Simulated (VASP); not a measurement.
BaO, 2 atoms in the cell. The structure is cubic, space group Fm-3m (No. 225). The conventional cell has a = 5.608 Å, b = 5.608 Å, c = 5.608 Å, α = 90.00°, β = 90.00°, γ = 90.00°. Ba (site symmetry m-3m) has 6 O at 2.80 Å within 3.7 Å. O (site symmetry m-3m) has 6 Ba at 2.80 Å within 3.7 Å. 

| Property | Result |
| --- | --- |
| Program | VASP 6.6.1 |
| Task | single point |
| Functional | PBEsol |
| Potentials or basis | VASP PAW PBE potentials, release 64 (Ba_sv, O) |
| Cutoff | 600 eV |
| k mesh | 6 × 6 × 6 |
| Occupations | gaussian, width 0.01 eV |
| Spin | no spin polarisation |
| Dipole correction | no |
| Further INCAR settings | ALGO = Normal; EDIFF = 1e-06; NBANDS = 15 |

Potentials or basis: VASP PAW PBE potentials, release 64 (Ba_sv, O).

The run is started by

```console
$ cat potpaw_PBE.64/Ba_sv/POTCAR potpaw_PBE.64/O/POTCAR > POTCAR
$ mpirun -np 1 vasp_std > vasp.out
```

Hardware: 1 thread of Intel(R) Xeon(R) 6975P-C (Granite Rapids), with other jobs on the host.

Task: How long does it take, and how much memory?

Result: Run time: 6.2 s on 1 thread of Intel(R) Xeon(R) 6975P-C (Granite Rapids), with other jobs on the host, peak memory 0.18 GiB. Counts: scf iterations 13, k points 16.
